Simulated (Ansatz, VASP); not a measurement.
**Ta6Si: VASP beside Ansatz**

File INCAR:

```
SYSTEM = Ta6Si
  PREC = Accurate
  ENCUT = 520
  EDIFF = 1E-6
  ISMEAR = 0
  SIGMA = 0.1
  LREAL = .False.
  LASPH = .True.
  NELM = 150
  ALGO = Fast
  ISIF = 2
  LWAVE = .False.
  LCHARG = .False.
  ISPIN = 2
  MAGMOM = 0 0 0 0 0 0 2
  LORBIT = 11
  LMAXMIX = 4
  LDIPOL = .True.
  IDIPOL = 3
  DIPOL = 0.5 0.5 0.333
  GGA = PE
  NBANDS = 48
```

File KPOINTS:

```
regular mesh
0
Gamma
  6 6 1
  0 0 0
```

The input POSCAR:

```
Ta6Si
1.0
    4.6937283341      0.0000000000      0.0000000000
   -2.3468641670      4.0648879758      0.0000000000
    0.0000000000      0.0000000000     21.4881921123
Ta Si
6 1
Direct
    0.6666666667      0.3333333333      0.1861487453
    0.3333333333      0.6666666667      0.2307361763
    0.0000000000      0.0000000000      0.2753236074
    0.6666666667      0.3333333333      0.3164374187
    0.3333333333      0.6666666667      0.3553085563
    0.0000000000      0.0000000000      0.3950165778
    0.2222222222     -0.2222222222      0.5751154889
```

Input for Ansatz:

```yaml
crystal:
  lattice:
    - [4.6937283341, 0.0, 0.0]
    - [-2.346864167, 4.0648879758, 0.0]
    - [0.0, 0.0, 21.4881921123]
  atoms:
    - { symbol: Ta, position: [0.6666666667, 0.3333333333, 0.1861487453] }
    - { symbol: Ta, position: [0.3333333333, 0.6666666667, 0.2307361763] }
    - { symbol: Ta, position: [0.0, 0.0, 0.2753236074] }
    - { symbol: Ta, position: [0.6666666667, 0.3333333333, 0.3164374187] }
    - { symbol: Ta, position: [0.3333333333, 0.6666666667, 0.3553085563] }
    - { symbol: Ta, position: [0.0, 0.0, 0.3950165778] }
    - { symbol: Si, position: [0.2222222222, -0.2222222222, 0.5751154889], spin: 2.0 }
basis:
  ecutwfc: 420
kpoints:
  mp_grid: { grid: [6, 6, 1] }
hamiltonian:
  xc: pbe
  pseudopotentials: { kind: paw, azcp: { folder: soft_1 } }
scf:
  occupations: { method: gaussian, width: 0.1 }
output:
  forces: true
  eigenvalues: true
  populations: true
  write_density: true
  write_potential: true
  elf: true
  volumetric_format: npy
magnetization:
  spin_polarized: true
efield:
  axis: 3
  dipole_correction: true
  ramp_width: 0.04
```

Alike in both runs: task single point; functional PBE; k mesh 6 × 6 × 1; occupations gaussian, width 0.1 eV; collinear spin.

|  | VASP | Ansatz |
| --- | --- | --- |
| version | VASP 6.6.1 | Ansatz 0.2.0 |
| potentials or method | VASP PAW PBE potentials, release 64 (Ta_pv, Si), cutoff 520 eV | scalar-relativistic, plane waves, PAW |
| valence electrons in the cell | 70 | 82 |

Ansatz gave:

```
gap on the k mesh at the Fermi level (eV)                     : none
rms of the force components (eV/Å)                            : 0.595
net moment per atom (μB)                                      : 0.26
size of the moment on the site where the two differ most (μB) : 1.46
```

Task: What did VASP give for the same quantities?

Result: gap on the k mesh at the Fermi level (eV): none; rms of the force components (eV/Å): 0.606; net moment per atom (μB): 0.12; size of the moment on the site where the two differ most (μB): 0.28.

The net moments are unlike, so the other rows may belong to different states. Site moments also hang on the region over which each program counts them. Atom by atom the forces differ by 0.030 eV/Å (rms over components). A gap of «none» marks a metal or a gap that the smearing closes. VASP's potentials hold 70 valence electrons a cell and Ansatz's 82, so a difference there can come from the potentials and not from the codes. Ansatz's warnings: xc potential rough in thin density.

Spin-orbit coupling is off throughout.
